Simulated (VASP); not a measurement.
**Ge4As: relaxation of cell and atoms with PBE**

The system is Ge4As.

```xyz
5
Lattice="4.9205 0.0000 0.0000 0.0000 4.9205 0.0000 0.0000 0.0000 4.9205" Properties=species:S:1:pos:R:3 pbc="T T T"
Ge    2.4603    2.4603    2.4603
Ge    2.4603    0.0000    0.0000
Ge    0.0000    2.4603    0.0000
Ge    0.0000    0.0000    2.4603
As    0.0000    0.0000    0.0000
```

The cell was generated, and may not be a known phase.

```json
{
  "Program": "VASP 6.6.1",
  "Task": "relaxation of cell and atoms",
  "Functional": "PBE",
  "Potentials or basis": "VASP PAW PBE potentials, release 64 (Ge_d, As)",
  "Cutoff": "600 eV",
  "k mesh": "4 × 4 × 4",
  "Occupations": "gaussian, width 0.1 eV",
  "Spin": "no spin polarisation",
  "Dipole correction": "no",
  "Further INCAR settings": "ALGO = Normal; EDIFF = 1e-06; IBRION = 2; EDIFFG = -0.04; NSW = 90; ISIF = 3"
}
```

- Relaxed volume: 24.36 Å³/atom
- Relaxed cell: a = 4.957 Å, b = 4.957 Å, c = 4.957 Å, α = 90.00°, β = 90.00°, γ = 90.00°
- Space group after relaxing (to 0.1 Å): Pm-3m (No. 221)
- Energy gained by relaxing: 1.6 meV/atom
- Ionic steps: 2
- Pressure after relaxing: 0.0 GPa
- Band gap on the k mesh: zero (an odd number of electrons rules out a gap without spin polarisation)

The path:
```tsv
step	energy change (eV)	largest force (eV/Å)	pressure (GPa)	volume (Å³)
1	0.0000	0.0000	1.04	119.13
2	-0.0081	0.0000	0.02	121.81
```

Final structure:
```
CELL_PARAMETERS angstrom
4.95708 0.00000 0.00000
0.00000 4.95708 0.00000
0.00000 0.00000 4.95708
ATOMIC_POSITIONS crystal
Ge 0.50000 0.50000 0.50000
Ge 0.50000 0.00000 0.00000
Ge 0.00000 0.50000 0.00000
Ge 0.00000 0.00000 0.50000
As 0.00000 0.00000 0.00000
```

Levels at points of the mesh, in eV from the Fermi level:
```
           k point  band 28  band 29  band 30  band 31  band 32  band 33
(0.00, 0.00, 0.00)    -4.31    -0.72    -0.72    -0.72     1.13     1.13
(0.50, 0.00, 0.00)    -1.64    -1.64    -0.20     0.05     0.48     1.05
(0.50, 0.50, 0.00)    -1.47    -1.47    -0.57    -0.57     0.15     0.65
(0.50, 0.50, 0.50)    -3.84     1.11     1.11     1.11     1.24     1.24
```

It took 73 s on 1 thread of Intel(R) Xeon(R) Platinum 8488C (Sapphire Rapids) (shared host), peak memory 0.26 GiB.

Caveat: an odd number of electrons without spin polarisation forces a metal; a magnetic or distorted state may lie lower.
